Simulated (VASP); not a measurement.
# Ti (Fm-3m) in VASP: a series of runs

Ti is run at these levels: LDA, PBE; tasks: single point.

Everything below comes from runs of VASP 6.6.1. Logs are shortened: lines on timing, memory, paths and dates and some standing lists are left out, and cuts for length are marked.

### 1 The cell of the first run

The structure is cubic, space group Fm-3m (No. 225). Conventional cell: a = 4.060 Å, b = 4.060 Å, c = 4.060 Å, α = 90.00°, β = 90.00°, γ = 90.00°. Ti (site symmetry m-3m) has 12 Ti at 2.87 Å within 3.8 Å.

### 2 Single point, LDA

File INCAR:

```
ALGO     = Normal         # electronic algorithm
EDIFF    = 1E-7           # SCF threshold, eV
ENCUT    = 520            # plane-wave cutoff, eV
GGA      = CA             # functional
ISIF     = 2              # what is computed and relaxed
ISMEAR   = -1             # smearing method
LASPH    = True           # aspherical terms in the spheres
LCHARG   = False          # write CHGCAR
LREAL    = False          # projectors in reciprocal space
LWAVE    = False          # write WAVECAR
NBANDS   = 12             # bands
NELM     = 100            # most SCF steps
PREC     = Accurate       # precision mode
SIGMA    = 0.05           # smearing width, eV
```

File KPOINTS:

```
k-points
0
Gamma
  15 15 15
```

File POSCAR:

```
Ti
1.0
    0.0000000000      2.0300000000      2.0300000000
    2.0300000000      0.0000000000      2.0300000000
    2.0300000000      2.0300000000      0.0000000000
Ti
1
Direct
    0.0000000000      0.0000000000      0.0000000000
```

Potentials or basis: VASP PAW LDA potentials, release 64 (Ti_sv).

Started as:

```
$ cat potpaw_LDA.64/Ti_sv/POTCAR > POTCAR
$ mpirun -np 1 vasp_std > vasp.out
```

OUTCAR:

```text
EDIFF = 1E-7
   ENCUT = 520
   GGA = CA
   ISIF = 2
   ISMEAR = -1
   LASPH = True
   LREAL = False
   NELM = 100
   PREC = Accurate

 ion  position               nearest neighbor table
   1  0.000  0.000  0.000-

  LATTYP: Found a face centered cubic cell.
 ALAT       =     4.0600000000

  Lattice vectors:

 A1 = (   0.0000000000,   2.0300000000,   2.0300000000)
 A2 = (   2.0300000000,   0.0000000000,   2.0300000000)
 A3 = (   2.0300000000,   2.0300000000,   0.0000000000)

Analysis of symmetry for initial positions (statically):
=====================================================================
 Subroutine PRICEL returns:
 Original cell was already a primitive cell.

 Routine SETGRP: Setting up the symmetry group for a
 face centered cubic supercell.

 Subroutine GETGRP returns: Found 48 space group operations
 (whereof 48 operations were pure point group operations)
 out of a pool of 48 trial point group operations.

The static configuration has the point symmetry O_h .

Analysis of symmetry for dynamics (positions and initial velocities):
=====================================================================
 Subroutine PRICEL returns:
 Original cell was already a primitive cell.

 Routine SETGRP: Setting up the symmetry group for a
 face centered cubic supercell.

 Subroutine GETGRP returns: Found 48 space group operations
 (whereof 48 operations were pure point group operations)
 out of a pool of 48 trial point group operations.

The dynamic configuration has the point symmetry O_h .

 Subroutine INISYM returns: Found 48 space group operations
 (whereof 48 operations are pure point group operations),
 and found     1 'primitive' translations

----------------------------------------------------------------------------------------

                                     Primitive cell

  volume of cell :      16.7309

  direct lattice vectors                    reciprocal lattice vectors
     0.000000000  2.030000000  2.030000000    -0.246305419  0.246305419  0.246305419
     2.030000000  0.000000000  2.030000000     0.246305419 -0.246305419  0.246305419
     2.030000000  2.030000000  0.000000000     0.246305419  0.246305419 -0.246305419

  length of vectors
     2.870853532  2.870853532  2.870853532     0.426613499  0.426613499  0.426613499

  position of ions in fractional coordinates (direct lattice)
     0.000000000  0.000000000  0.000000000

  ion indices of the primitive-cell ions
   primitive index   ion index
                 1           1

----------------------------------------------------------------------------------------

 KPOINTS: k-points

Automatic generation of k-mesh.
 Grid dimensions read from file:
 generate k-points for:   15   15   15

 Generating k-lattice:

  Cartesian coordinates                     Fractional coordinates (reciprocal lattice)
    -0.016420361  0.016420361  0.016420361     0.066666667  0.000000000  0.000000000
     0.016420361 -0.016420361  0.016420361     0.000000000  0.066666667  0.000000000
     0.016420361  0.016420361 -0.016420361     0.000000000  0.000000000  0.066666667

  Length of vectors
     0.028440900  0.028440900  0.028440900

  Shift w.r.t. Gamma in fractional coordinates (k-lattice)
     0.000000000  0.000000000  0.000000000

 Subroutine IBZKPT returns following result:
 ===========================================

 Found    120 irreducible k-points:

 Following reciprocal coordinates:
            Coordinates               Weight
  0.000000  0.000000  0.000000      1.000000
  0.066667  0.000000  0.000000      8.000000
  0.133333  0.000000  0.000000      8.000000
  0.200000  0.000000  0.000000      8.000000
  0.266667  0.000000  0.000000      8.000000
  0.333333  0.000000  0.000000      8.000000
[... 16 lines left out ...]
  0.133333  0.133333  0.000000      6.000000
  0.200000  0.133333  0.000000     24.000000
 [... further k-points ...]
   k-points           NKPTS =    120   k-points in BZ     NKDIM =    120   number of bands    NBANDS=     12
   number of dos      NEDOS =    301   number of ions     NIONS =      1
   total plane-waves  NPLWV =  13824
   dimension x,y,z NGX =    24 NGY =   24 NGZ =   24
   dimension x,y,z NGXF=    48 NGYF=   48 NGZF=   48
   ions per type =               1
   NGX,Y,Z   is equivalent  to a cutoff of  13.90, 13.90, 13.90 a.u.
   NGXF,Y,Z  is equivalent  to a cutoff of  27.80, 27.80, 27.80 a.u.
 SYSTEM =  unknown system
   PREC   = accura    normal or accurate (medium, high low for compatibility)
   ISTART =      0    job   : 0-new  1-cont  2-samecut
   ICHARG =      2    charge: 1-file 2-atom 10-const
   ISPIN  =      1    spin polarized calculation?
   LNONCOLLINEAR =      F non collinear calculations
   LSORBIT =      F    spin-orbit coupling
   LASPH  =      T    aspherical Exc in radial PAW
   ENCUT  =  520.0 eV  38.22 Ry    6.18 a.u.   5.34  5.34  5.34*2*pi/ulx,y,z
   NELM   =    100;   NELMIN=  2; NELMDL= -5     # of ELM steps
   EDIFF  = 0.1E-06   stopping-criterion for ELM
   LREAL  =      F    real-space projection
   EDIFFG = 0.1E-05   stopping-criterion for IOM
   NSW    =      0    number of steps for IOM
   IBRION =     -1    ionic relax: 0-MD 1-quasi-New 2-CG
   NFREE  =      0    steps in history (QN), initial steepest desc. (CG)
   ISIF   =      2    stress and relaxation
   ISYM   =      2    0-nonsym 1-usesym 2-fastsym
   POTIM  = 0.5000    time-step for ionic-motion
   TEBEG  =    0.0;   TEEND  =   0.0 temperature during run
   PSTRESS=    0.0 pullay stress
   NELECT =      12.0000    total number of electrons
   NUPDOWN=      -1.0000    fix difference up-down
   EMIN   =  10.00;   EMAX   =-10.00  energy-range for DOS
   EFERMI =   0.00;   METHOD = LEGACY
   ISMEAR =    -1;   SIGMA  =   0.05  broadening in eV -4-tet -1-fermi 0-gaus
   EFERMI_NEDOS =   21; number of points for ismear=-14 and -15
   IALGO  =     38    algorithm
   IMIX   =      4    mixing-type and parameters
     AMIX     =   0.40;   BMIX     =  1.00
     AMIX_MAG =   1.60;   BMIX_MAG =  1.00
  volume/ion in A,a.u.               =      16.73       112.91
  Fermi-wavevector in a.u.,A,eV,Ry     =   1.465421  2.769245 29.217967  2.147460
  Thomas-Fermi vector in A             =   2.581280
   LORBIT       =      0    0 simple, 1 ext, 2 COOP (PROOUT), +10 PAW based schemes
   GGA     = CA    functional components
   LHFCALC =     F    Hartree Fock is set to
   AEXX    =    0.0000 exact exchange contribution
   IVDW    =     0    specifies the selected vdW correction
   LEPSILON=     F    determine dielectric tensor
   LRPA    =     F    only Hartree local field effects (RPA)
 non-spin polarized calculation
  energy-cutoff  :      520.00
  volume of cell :       16.73
 maximum number of plane-waves:       463
 NGX is ok and might be reduce to    24
   NGX = 11   NGY = 11   NGZ = 11

 number of electron      12.0000002 magnetization

 Free energy of the ion-electron system (eV)
  ---------------------------------------------------
  ext. energy  EPLUGINS =         0.00000000
  ---------------------------------------------------
  free energy    TOTEN  =        -8.49410048 eV

  energy without entropy =       -8.47975697  energy(sigma->0) =       -8.48692872

 E-fermi :   8.3909     XC(G=0): -11.9649

 val. band max:        8.3906988206   @ k =  -0.4667   0.1333   0.0667
 cond. band min:       8.4033891531   @ k =  -0.3333   0.0667   0.0000
 fundamental gap:      0.0126903325
 Fermi energy:         8.3909148797

 k-point     1 :       0.0000    0.0000    0.0000
  band No.  band energies     occupation
      1     -47.5768      2.00000
      2     -23.7584      2.00000
      3     -23.7584      2.00000
      4     -23.7584      2.00000
      5       2.2834      2.00000
      6       9.2500      0.00000
      7       9.2500      0.00000
      8       9.2500      0.00000
      9      10.9402      0.00000
     10      10.9402      0.00000
     11      23.9398      0.00000
     12      28.5145      0.00000

 k-point     2 :       0.0667    0.0000    0.0000
  band No.  band energies     occupation
      1     -47.5703      2.00000
      2     -23.7934      2.00000
      3     -23.7627      2.00000
      4     -23.7627      2.00000
      5       2.4327      2.00000
      6       9.1579      0.00000
      7       9.3047      0.00000
      8       9.3047      0.00000
      9      10.9048      0.00000
     10      10.9048      0.00000
     11      24.0716      0.00000
     12      27.4160      0.00000

 k-point     3 :       0.1333    0.0000    0.0000
  band No.  band energies     occupation
      1     -47.5522      2.00000
      2     -23.8918      2.00000
      3     -23.7749      2.00000
      4     -23.7749      2.00000
      5       2.8647      2.00000
      6       8.9185      0.00005
      7       9.4354      0.00000
      8       9.4354      0.00000
      9      10.8395      0.00000
     10      10.8395      0.00000
     11      24.2215      0.00000
     12      25.6672      0.00000

 k-point     4 :       0.2000    0.0000    0.0000
  band No.  band energies     occupation
      1     -47.5253      2.00000
      2     -24.0349      2.00000
      3     -23.7929      2.00000
      4     -23.7929      2.00000
      5       3.5273      2.00000
      6       8.6263      0.01790
      7       9.5324      0.00000
      8       9.5324      0.00000
      9      10.8687      0.00000
     10      10.8687      0.00000
     11      23.1256      0.00000
     12      24.9757      0.00000

 k-point     5 :       0.2667    0.0000    0.0000
  band No.  band energies     occupation
      1     -47.4943      2.00000
      2     -24.1965      2.00000
      3     -23.8134      2.00000
      4     -23.8134      2.00000
      5       4.3166      2.00000
      6       8.4107      0.80512
      7       9.4867      0.00000
      8       9.4867      0.00000
      9      11.1063      0.00000
     10      11.1063      0.00000
     11      21.3086      0.00000
     12      24.6316      0.00000
[... 228 lines left out ...]
      1     -47.5390      2.00000
      2     -23.9490      2.00000
      3     -23.8071      2.00000
      4     -23.7741      2.00000
      5       3.1871      2.00000
      6       8.7411      0.00182
      7       9.5046      0.00000
      8       9.5462      0.00000
      9      10.6065      0.00000
     10      11.0228      0.00000
     11      24.1532      0.00000
     12      25.0743      0.00000

 k-point    22 :      -0.0667    0.0667    0.0000
  band No.  band energies     occupation
      1     -47.5600      2.00000
      2     -23.8422      2.00000
      3     -23.7826      2.00000
      4     -23.7640      2.00000
      5       2.6763      2.00000
      6       9.0045      0.00001
      7       9.3866      0.00000
      8       9.4019      0.00000
      9      10.7566      0.00000
     10      10.9557      0.00000
     11      24.2432      0.00000
     12      26.4453      0.00000

 k-point    23 :       0.1333    0.1333    0.0000
  band No.  band energies     occupation
      1     -47.5440      2.00000
      2     -23.8882      2.00000
      3     -23.8039      2.00000
      4     -23.8039      2.00000
      5       3.0533      2.00000
      6       8.6968      0.00440
      7       9.6081      0.00000
      8       9.6081      0.00000
      9      10.3973      0.00000
     10      11.1140      0.00000
     11      24.6094      0.00000
     12      26.3199      0.00000

 k-point    24 :       0.2000    0.1333    0.0000
  band No.  band energies     occupation
      1     -47.5240      2.00000
      2     -23.9811      2.00000
      3     -23.8270      2.00000
      4     -23.8208      2.00000
      5       3.5407      2.00000
      6       8.4304      0.62450
      7       9.7089      0.00000
      8       9.7834      0.00000
      9      10.2685      0.00000
     10      11.2054      0.00000
     11      24.5087      0.00000
     12      25.2322      0.00000

 [... further k-points ...]
[... 5 lines left out ...]
  --------------------------------------------------------------------------------------
  -------------------------------------------------------------------------------------
  Total       -0.5183296     -0.5183296     -0.5183296      0.0000000     -0.0000000      0.0000000
  in kB      -49.6361979    -49.6361979    -49.6361979      0.0000000     -0.0000000      0.0000000
  external PRESSURE =     -49.6361979 kB  Pullay stress =       0.0000000 kB

 VOLUME and BASIS-vectors are now :
 -----------------------------------------------------------------------------
  energy-cutoff  :      520.00
  volume of cell :       16.73
      direct lattice vectors                 reciprocal lattice vectors
     0.000000000  2.030000000  2.030000000    -0.246305419  0.246305419  0.246305419
     2.030000000  0.000000000  2.030000000     0.246305419 -0.246305419  0.246305419
     2.030000000  2.030000000  0.000000000     0.246305419  0.246305419 -0.246305419

 POSITION                                       TOTAL-FORCE (eV/Angst)
 -----------------------------------------------------------------------------------
      0.00000      0.00000      0.00000         0.000000      0.000000      0.000000
 -----------------------------------------------------------------------------------
    total drift:                               -0.000000      0.000000     -0.000000

  FREE ENERGIE OF THE ION-ELECTRON SYSTEM (eV)
  ---------------------------------------------------
  free  energy   TOTEN  =        -8.4941004789 eV

  energy  without entropy=       -8.4797569706  energy(sigma->0) =       -8.48692872
```

It took 27 s on 1 thread of AMD EPYC 7R43 (Zen 3), shared host; peak memory 0.11 GiB.

Results:

| Property | Result |
| --- | --- |
| Free energy | -8.4941 eV |
| Pressure | -5.0 GPa |
| Band gap on the k mesh | zero (band 6 reaches 9.25 eV, above the bottom of band 7 at 8.08 eV) |

### 3 Single point, PBE

File INCAR:

```
  PREC = Accurate
  ENCUT = 520
  EDIFF = 1E-6
  ISMEAR = -1
  SIGMA = 0.05
  LREAL = F
  LASPH = T
  NELM = 60
  ALGO = Normal
  ISIF = 2
  LWAVE = F
  LCHARG = T
  GGA = PE
  LELF = T
  LVHAR = T
  NBANDS = 12
```

File KPOINTS:

```
Automatic mesh
0
Gamma
  15 15 15
```

POSCAR is that of step 2.

Potentials or basis: VASP PAW PBE potentials, release 64 (Ti_sv).

Started as:

```
$ cat potpaw_PBE.64/Ti_sv/POTCAR > POTCAR
$ mpirun -np 1 vasp_std > vasp.out
```

Wall time 29 s (1 thread of AMD EPYC 7R43 (Zen 3), shared host); peak memory 0.12 GiB.

It converged, with:

```
Free energy            : -7.7773 eV
Pressure               : 4.2 GPa
Band gap on the k mesh : zero (band 6 reaches 9.52 eV, above the bottom of band 7 at 8.34 eV)
```

Levels at points of the mesh, in eV from the Fermi level:
```csv
k point,band 2,band 3,band 4,band 5,band 6,band 7,band 8,band 9,band 10,band 11
"(0.00, 0.00, 0.00)",-32.47,-32.47,-32.47,-6.19,0.89,0.89,0.89,2.61,2.61,15.45
```

### 4 Single point, PBE

File INCAR:

```
SYSTEM = Ti
PREC = Accurate
ENCUT = 520
EDIFF = 1E-6
ISMEAR = -1
SIGMA = 0.05
LREAL = .False.
LASPH = .True.
NELM = 80
ALGO = Normal
ISIF = 2
LWAVE = .False.
LCHARG = .False.
GGA = PE
NBANDS = 12
```

File KPOINTS:

```
regular mesh
0
Gamma
  15 15 15
  0 0 0
```

POSCAR is that of step 3.

Started as:

```
$ cat potpaw_PBE.64/Ti_sv/POTCAR > POTCAR
$ mpirun -np 1 vasp_std > vasp.out
```

It took 12 s on 1 thread of Intel Xeon Platinum 8488C (Sapphire Rapids), shared host; peak memory 0.14 GiB.

The run converged. Its results:

| Item | Value |
| --- | --- |
| Free energy | -7.7773 eV |
| Pressure | 4.2 GPa |
| Band gap on the k mesh | zero (band 6 reaches 9.52 eV, above the bottom of band 7 at 8.34 eV) |

Levels at points of the mesh, in eV from the Fermi level:
```tsv
k point	band 4	band 5	band 6	band 7	band 8	band 9
(0.00, 0.00, 0.00)	-32.47	-6.19	0.89	0.89	0.89	2.61
```
